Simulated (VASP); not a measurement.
# LiCl (Fm-3m) in VASP: notebook

Aim: see how the results for LiCl move with the level of theory and the settings. Levels: BLYP, PBE, BLYP+D3(BJ). Tasks: relaxation of cell and atoms, single point.

All numbers are computed with VASP 6.6.1; they aren't measurements. Logs are shortened: lines on timing, memory, paths and dates and some standing lists are left out, and cuts for length are marked.

### 1 The cell of the first run

It takes space group Fm-3m (No. 225, cubic). Conventional cell: a = 5.130 Å, b = 5.130 Å, c = 5.130 Å, α = 90.00°, β = 90.00°, γ = 90.00°. Within 3.4 Å of Cl (site symmetry m-3m) lie 6 Li at 2.56 Å. Li (site symmetry m-3m) has 6 Cl at 2.56 Å within 3.4 Å.

### 2 Relaxation of cell and atoms, BLYP

Contents of INCAR:

```
SYSTEM = LiCl
PREC = Accurate ; ENCUT = 600
EDIFF = 1E-6 ; ISMEAR = -1
SIGMA = 0.05 ; LREAL = .FALSE.
LASPH = .TRUE. ; NELM = 100
ALGO = Normal ; ISIF = 3
LWAVE = .FALSE. ; LCHARG = .FALSE.
GGA = B5 ; ALDAX = 1.0
AGGAX = 1.0 ; AGGAC = 1.0
ALDAC = 0.0 ; IBRION = 2
NSW = 80 ; EDIFFG = -0.01
```

Contents of KPOINTS:

```
regular mesh
0
G
  9 9 9
  0 0 0
```

Contents of POSCAR:

```
LiCl
1.0
    0.0000000000      2.5647700000      2.5647700000
    2.5647700000      0.0000000000      2.5647700000
    2.5647700000      2.5647700000      0.0000000000
Cl Li
1 1
Direct
    0.5000000000      0.5000000000      0.5000000000
    0.0000000000      0.0000000000      0.0000000000
```

Potentials or basis: VASP PAW PBE potentials, release 64 (Cl, Li_sv).

On the command line:

```
$ cat potpaw_PBE.64/Cl/POTCAR potpaw_PBE.64/Li_sv/POTCAR > POTCAR
$ mpirun -np 1 vasp_std > vasp.out
```

OUTCAR:

```text
SYSTEM = LiCl
   PREC = Accurate
   ENCUT = 600
   EDIFF = 1E-6
   ISMEAR = -1
   LREAL = .FALSE.
   LASPH = .TRUE.
   NELM = 100
   ISIF = 3
   GGA = B5
   IBRION = 2
   NSW = 80
   EDIFFG = -0.01

 ion  position               nearest neighbor table
   1  0.500  0.500  0.500-   2 2.56   2 2.56   2 2.56   2 2.56   2 2.56   2 2.56
   2  0.000  0.000  0.000-   1 2.56   1 2.56   1 2.56   1 2.56   1 2.56   1 2.56

  LATTYP: Found a face centered cubic cell.
 ALAT       =     5.1295400000

  Lattice vectors:

 A1 = (   0.0000000000,   2.5647700000,   2.5647700000)
 A2 = (   2.5647700000,   0.0000000000,   2.5647700000)
 A3 = (   2.5647700000,   2.5647700000,   0.0000000000)

Analysis of symmetry for initial positions (statically):
=====================================================================
 Subroutine PRICEL returns:
 Original cell was already a primitive cell.

 Routine SETGRP: Setting up the symmetry group for a
 face centered cubic supercell.

 Subroutine GETGRP returns: Found 48 space group operations
 (whereof 48 operations were pure point group operations)
 out of a pool of 48 trial point group operations.

The static configuration has the point symmetry O_h .

Analysis of symmetry for dynamics (positions and initial velocities):
=====================================================================
 Subroutine PRICEL returns:
 Original cell was already a primitive cell.

 Routine SETGRP: Setting up the symmetry group for a
 face centered cubic supercell.

 Subroutine GETGRP returns: Found 48 space group operations
 (whereof 48 operations were pure point group operations)
 out of a pool of 48 trial point group operations.

The dynamic configuration has the point symmetry O_h .

 Subroutine INISYM returns: Found 48 space group operations
 (whereof 48 operations are pure point group operations),
 and found     1 'primitive' translations

----------------------------------------------------------------------------------------

                                     Primitive cell

  volume of cell :      33.7423

  direct lattice vectors                    reciprocal lattice vectors
     0.000000000  2.564770000  2.564770000    -0.194949255  0.194949255  0.194949255
     2.564770000  0.000000000  2.564770000     0.194949255 -0.194949255  0.194949255
     2.564770000  2.564770000  0.000000000     0.194949255  0.194949255 -0.194949255

  length of vectors
     3.627132518  3.627132518  3.627132518     0.337662014  0.337662014  0.337662014

  position of ions in fractional coordinates (direct lattice)
     0.500000000  0.500000000  0.500000000
     0.000000000  0.000000000  0.000000000

  ion indices of the primitive-cell ions
[... 64 lines left out ...]
   NGXF,Y,Z  is equivalent  to a cutoff of  27.50, 27.50, 27.50 a.u.
 SYSTEM =  LiCl
   PREC   = accura    normal or accurate (medium, high low for compatibility)
   ISTART =      0    job   : 0-new  1-cont  2-samecut
   ICHARG =      2    charge: 1-file 2-atom 10-const
   ISPIN  =      1    spin polarized calculation?
   LNONCOLLINEAR =      F non collinear calculations
   LSORBIT =      F    spin-orbit coupling
   LASPH  =      T    aspherical Exc in radial PAW
   ENCUT  =  600.0 eV  44.10 Ry    6.64 a.u.   7.24  7.24  7.24*2*pi/ulx,y,z
   NELM   =    100;   NELMIN=  2; NELMDL= -5     # of ELM steps
   EDIFF  = 0.1E-05   stopping-criterion for ELM
   LREAL  =      F    real-space projection
   EDIFFG = -.1E-01   stopping-criterion for IOM
   NSW    =     80    number of steps for IOM
   IBRION =      2    ionic relax: 0-MD 1-quasi-New 2-CG
   NFREE  =      1    steps in history (QN), initial steepest desc. (CG)
   ISIF   =      3    stress and relaxation
   ISYM   =      2    0-nonsym 1-usesym 2-fastsym
   POTIM  = 0.5000    time-step for ionic-motion
   TEBEG  =    0.0;   TEEND  =   0.0 temperature during run
   PSTRESS=    0.0 pullay stress
   NELECT =      10.0000    total number of electrons
   NUPDOWN=      -1.0000    fix difference up-down
   EMIN   =  10.00;   EMAX   =-10.00  energy-range for DOS
   EFERMI =   0.00;   METHOD = LEGACY
   ISMEAR =    -1;   SIGMA  =   0.05  broadening in eV -4-tet -1-fermi 0-gaus
   EFERMI_NEDOS =   21; number of points for ismear=-14 and -15
   IALGO  =     38    algorithm
   IMIX   =      4    mixing-type and parameters
     AMIX     =   0.40;   BMIX     =  1.00
     AMIX_MAG =   1.60;   BMIX_MAG =  1.00
  volume/ion in A,a.u.               =      16.87       113.85
  Fermi-wavevector in a.u.,A,eV,Ry     =   1.091482  2.062601 16.209056  1.191332
  Thomas-Fermi vector in A             =   2.227728
   LORBIT       =      0    0 simple, 1 ext, 2 COOP (PROOUT), +10 PAW based schemes
   GGA     = B5    functional components
   LHFCALC =     F    Hartree Fock is set to
   AEXX    =    0.0000 exact exchange contribution
   IVDW    =     0    specifies the selected vdW correction
   LEPSILON=     F    determine dielectric tensor
   LRPA    =     F    only Hartree local field effects (RPA)
 conjugate gradient relaxation of ions
 non-spin polarized calculation
  energy-cutoff  :      600.00
  volume of cell :       33.74
 maximum number of plane-waves:      1147
 NGX is ok and might be reduce to    30
   NGX = 15   NGY = 15   NGZ = 15

--------------------------------------- Ionic step        1  -------------------------------------------

 number of electron      10.0000003 magnetization

 Free energy of the ion-electron system (eV)
  ---------------------------------------------------
  ext. energy  EPLUGINS =         0.00000000
  ---------------------------------------------------
  free energy    TOTEN  =        -7.02287829 eV

  energy without entropy =       -7.02287829  energy(sigma->0) =       -7.02287829

 E-fermi :   2.0215     XC(G=0):  -8.3196

 val. band max:        0.8867379123   @ k =   0.0000   0.0000   0.0000
 cond. band min:       7.3852749821   @ k =   0.0000   0.0000   0.0000
 fundamental gap:      6.4985370698
 Fermi energy:         2.0214543233

 k-point     1 :       0.0000    0.0000    0.0000
  band No.  band energies     occupation
      1     -43.2414      2.00000
      2     -12.4669      2.00000
      3       0.8867      2.00000
      4       0.8867      2.00000
      5       0.8867      2.00000
      6       7.3853      0.00000
      7      12.8917      0.00000
      8      12.8917      0.00000
      9      12.8917      0.00000
[... 383 lines left out ...]
--------------------------------------- Ionic step        4  -------------------------------------------

 number of electron      10.0000007 magnetization

 Free energy of the ion-electron system (eV)
  ---------------------------------------------------
  ext. energy  EPLUGINS =         0.00000000
  ---------------------------------------------------
  free energy    TOTEN  =        -7.03364922 eV

  energy without entropy =       -7.03364922  energy(sigma->0) =       -7.03364922

 E-fermi :   1.6991     XC(G=0):  -8.0967

 val. band max:        0.4804887502   @ k =   0.0000   0.0000   0.0000
 cond. band min:       6.6605642025   @ k =   0.0000   0.0000   0.0000
 fundamental gap:      6.1800754523
 Fermi energy:         1.6990539342

 k-point     1 :       0.0000    0.0000    0.0000
  band No.  band energies     occupation
      1     -43.7458      2.00000
      2     -12.6906      2.00000
      3       0.4805      2.00000
      4       0.4805      2.00000
      5       0.4805      2.00000
      6       6.6606      0.00000
      7      12.4256      0.00000
      8      12.4256      0.00000
      9      12.4256      0.00000
[... 305 lines left out ...]
  FREE ENERGIE OF THE ION-ELECTRON SYSTEM (eV)
  ---------------------------------------------------
  free  energy   TOTEN  =        -7.0336492163 eV

  energy  without entropy=       -7.0336492163  energy(sigma->0) =       -7.03364922

 reached required accuracy - stopping structural energy minimisation
```

OSZICAR:

```text
N       E                     dE             d eps       ncg     rms          rms(c)
DAV:   1     0.469987442741E+02    0.46999E+02   -0.46323E+03   630   0.114E+03
DAV:   2    -0.505142460358E+01   -0.52050E+02   -0.50322E+02   863   0.168E+02
DAV:   3    -0.708280663899E+01   -0.20314E+01   -0.20295E+01   778   0.405E+01
[... 28 lines left out ...]
DAV:   1    -0.703408615184E+01   -0.47604E-03   -0.85492E-03   630   0.692E-01    0.137E-01
DAV:   2    -0.703369547155E+01    0.39068E-03   -0.11071E-03   791   0.231E-01    0.475E-02
DAV:   3    -0.703365209162E+01    0.43380E-04   -0.17694E-04   651   0.846E-02    0.286E-02
DAV:   4    -0.703364909235E+01    0.29993E-05   -0.51090E-06  1059   0.198E-02    0.526E-03
DAV:   5    -0.703364921625E+01   -0.12390E-06   -0.67916E-07   348   0.682E-03
   4 F= -.70336492E+01 E0= -.70336492E+01  d E =-.107709E-01
```

Wall time 47 s (1 thread of Intel Xeon Platinum 8488C (Sapphire Rapids), shared host); peak memory 0.16 GiB.

Results:

| Quantity | Value |
| --- | --- |
| Free energy | -7.0336 eV |
| Relaxed volume | 17.83 Å³/atom |
| Relaxed cell | a = 3.695 Å, b = 3.695 Å, c = 3.695 Å, α = 60.00°, β = 60.00°, γ = 60.00° |
| Space group after relaxing (to 0.05 Å) | Fm-3m (No. 225) |
| Energy gained by relaxing | 5.4 meV/atom |
| Ionic steps | 4 |
| Pressure after relaxing | 0.0 GPa |
| Band gap on the k mesh | 6.18 eV, direct |

Step by step:
| step | energy change (eV) | largest force (eV/Å) | pressure (GPa) | volume (Å³) |
| --- | --- | --- | --- | --- |
| 1 | 0.0000 | 0.0000 | 1.85 | 33.74 |
| 2 | -0.0081 | 0.0000 | 0.86 | 34.70 |
| 3 | -0.0107 | 0.0000 | 0.09 | 35.56 |
| 4 | -0.0108 | 0.0000 | 0.00 | 35.66 |

Final structure:
```cif
data_structure
_symmetry_space_group_name_H-M 'P 1'
_symmetry_Int_Tables_number 1
_cell_length_a 3.6948
_cell_length_b 3.6948
_cell_length_c 3.6948
_cell_angle_alpha 60.000
_cell_angle_beta 60.000
_cell_angle_gamma 60.000
_cell_volume 35.66
loop_
_atom_site_label
_atom_site_type_symbol
_atom_site_fract_x
_atom_site_fract_y
_atom_site_fract_z
_atom_site_occupancy
Cl1 Cl 0.50000 0.50000 0.50000 1
Li1 Li 0.00000 0.00000 0.00000 1
```

Caveat: the cutoff is under 1.25 times the usual one of these potentials, so pressure, stress and relaxed cells hold a basis-set (Pulay) error; the PAW data sets were made with another functional, which shifts forces and pressure a little.

### 3 Single point, PBE

Contents of INCAR:

```
SYSTEM = LiCl
ALGO = Normal
EDIFF = 1E-6
ENCUT = 520
GGA = PE
ISIF = 2
ISMEAR = -1
LASPH = .TRUE.
LCHARG = .FALSE.
LREAL = .FALSE.
LWAVE = .FALSE.
NBANDS = 12
NELM = 80
PREC = Accurate
SIGMA = 0.02
```

Contents of KPOINTS:

```
k-points
0
G
  6 6 6
  0 0 0
```

POSCAR is that of step 2.

Potentials or basis: VASP PAW PBE potentials, release 64 (Cl, Li_sv).

On the command line:

```
$ cat potpaw_PBE.64/Cl/POTCAR potpaw_PBE.64/Li_sv/POTCAR > POTCAR
$ mpirun -np 1 vasp_std > vasp.out
```

Run time: 4.6 s. Hardware: 1 thread of Intel Xeon 6975P-C (Granite Rapids), shared host; peak memory 0.14 GiB.

It converged, with:

```yaml
Free_energy: -7.3856 eV
Band_gap_on_the_k_mesh: 6.34 eV, direct
```

Levels at points of the mesh, in eV from the valence-band top:
| k point | band 1 | band 2 | band 3 | band 4 | band 5 | band 6 | band 7 | band 8 | band 9 | band 10 |
| --- | --- | --- | --- | --- | --- | --- | --- | --- | --- | --- |
| (0.00, 0.00, 0.00) | -43.52 | -13.40 | 0.00 | 0.00 | 0.00 | 6.34 | 11.94 | 11.94 | 11.94 | 14.53 |
| (0.50, 0.00, 0.00) | -43.52 | -12.83 | -2.81 | -0.26 | -0.26 | 6.76 | 9.50 | 9.50 | 12.98 | 16.91 |
| (0.50, 0.50, 0.00) | -43.52 | -12.58 | -2.89 | -1.10 | -1.10 | 7.89 | 8.29 | 12.44 | 14.12 | 14.12 |

Caveat: the cutoff is under 1.25 times the usual one of these potentials, so pressure, stress and relaxed cells hold a basis-set (Pulay) error. A k mesh can miss the band edges.

### 4 Single point, BLYP+D3(BJ)

This run uses another cell than the first one, of 15.53 Å³/atom, 0.920 times its volume.

Contents of INCAR:

```
PREC = Accurate
ENCUT = 520
EDIFF = 1E-7
ISMEAR = -1
SIGMA = 0.05
LREAL = F
LASPH = T
NELM = 80
ALGO = Normal
ISIF = 2
LWAVE = F
LCHARG = F
GGA = B5
ALDAX = 1.0
AGGAX = 1.0
AGGAC = 1.0
ALDAC = 0.0
IVDW = 12
VDW_S6 = 1.0
VDW_S8 = 2.6996
VDW_A1 = 0.4298
VDW_A2 = 4.2359
NBANDS = 12
```

Contents of KPOINTS:

```
regular mesh
0
Gamma
  9 9 9
```

Contents of POSCAR:

```
LiCl
1.0
    0.0000000000      2.4948134453      2.4948134453
    2.4948134453      0.0000000000      2.4948134453
    2.4948134453      2.4948134453      0.0000000000
Cl Li
1 1
Direct
    0.5000000000      0.5000000000      0.5000000000
    0.0000000000      0.0000000000      0.0000000000
```

Potentials or basis: VASP PAW PBE potentials, release 64 (Cl, Li_sv).

On the command line:

```
$ cat potpaw_PBE.64/Cl/POTCAR potpaw_PBE.64/Li_sv/POTCAR > POTCAR
$ mpirun -np 1 vasp_std > vasp.out
```

OUTCAR:

```text
PREC = Accurate
   ENCUT = 520
   EDIFF = 1E-7
   ISMEAR = -1
   LREAL = F
   LASPH = T
   NELM = 80
   ISIF = 2
   GGA = B5
   IVDW = 12
 IVDW          = 12

 ion  position               nearest neighbor table
   1  0.500  0.500  0.500-   2 2.49   2 2.49   2 2.49   2 2.49   2 2.49   2 2.49
   2  0.000  0.000  0.000-   1 2.49   1 2.49   1 2.49   1 2.49   1 2.49   1 2.49

  LATTYP: Found a face centered cubic cell.
 ALAT       =     4.9896268906

  Lattice vectors:

 A1 = (   0.0000000000,   2.4948134453,   2.4948134453)
[... 549 lines left out ...]

 Edisp (eV)   -1.05110

 E8    (eV) :    -0.7212

  FORCE on cell =-STRESS in cart. coord.  units (eV):
  Direction    XX          YY          ZZ          XY          YZ          ZX
  --------------------------------------------------------------------------------------
  -------------------------------------------------------------------------------------
  Total      -0.03956    -0.03956    -0.03956     0.00000     0.00000    -0.00000
  in kB      -2.04077    -2.04077    -2.04077     0.00000     0.00000    -0.00000
  external pressure =       -2.04 kB  Pullay stress =        0.00 kB

 VOLUME and BASIS-vectors are now :
 -----------------------------------------------------------------------------
  energy-cutoff  :      520.00
  volume of cell :       31.06
      direct lattice vectors                 reciprocal lattice vectors
     0.000000000  2.494813445  2.494813445    -0.200415787  0.200415787  0.200415787
     2.494813445  0.000000000  2.494813445     0.200415787 -0.200415787  0.200415787
     2.494813445  2.494813445  0.000000000     0.200415787  0.200415787 -0.200415787

 POSITION                                       TOTAL-FORCE (eV/Angst)
 -----------------------------------------------------------------------------------
      2.49481      2.49481      2.49481         0.000000      0.000000      0.000000
      0.00000      0.00000      0.00000        -0.000000     -0.000000     -0.000000
 -----------------------------------------------------------------------------------
    total drift:                                0.000000      0.000000      0.000000

  FREE ENERGIE OF THE ION-ELECTRON SYSTEM (eV)
  ---------------------------------------------------
  free  energy   TOTEN  =        -8.0106941803 eV

  energy  without entropy=       -8.0106941803  energy(sigma->0) =       -8.01069418
```

Run time: 15 s. Hardware: 1 thread of Intel Xeon 6975P-C (Granite Rapids), shared host; peak memory 0.16 GiB.

Results:

* Free energy: -8.0107 eV
* Band gap on the k mesh: 7.03 eV, direct
* Dispersion energy per atom: -0.526 eV

Levels at points of the mesh, in eV from the valence-band top:
| k point | band 2 | band 3 | band 4 | band 5 | band 6 | band 7 | band 8 | band 9 |
| --- | --- | --- | --- | --- | --- | --- | --- | --- |
| (0.00, 0.00, 0.00) | -13.66 | 0.00 | 0.00 | 0.00 | 7.03 | 12.08 | 12.08 | 12.08 |

Caveat: the cutoff is under 1.25 times the usual one of these potentials, so pressure, stress and relaxed cells hold a basis-set (Pulay) error; the PAW data sets were made with another functional, which shifts forces and pressure a little. A k mesh can miss the band edges.

### 5 Overview

| task | level | cell | k mesh | cutoff (eV) | smearing | gap on the mesh (eV) |
| --- | --- | --- | --- | --- | --- | --- |
| relaxation of cell and atoms | BLYP | relaxed from a = 3.627 Å, angles 60.0°, 2 atoms | 9 × 9 × 9 | 600 | fermi-dirac 0.05 eV | 6.18 |
| single point | PBE | a = 3.627 Å, angles 60.0°, 2 atoms | 6 × 6 × 6 | 520 | fermi-dirac 0.02 eV | 6.34 |
| single point | BLYP+D3(BJ) | a = 3.528 Å, angles 60.0°, 2 atoms | 9 × 9 × 9 | 520 | fermi-dirac 0.05 eV | 7.03 |

Alike in all rows: potentials or basis VASP PAW PBE potentials, release 64 (Cl, Li_sv); no spin polarisation.

Caveats: the cutoff is under 1.25 times the usual one of these potentials, so pressure, stress and relaxed cells hold a basis-set (Pulay) error; the PAW data sets were made with another functional, which shifts forces and pressure a little (some runs).

Absolute energies hang on the potentials; compare differences alone.
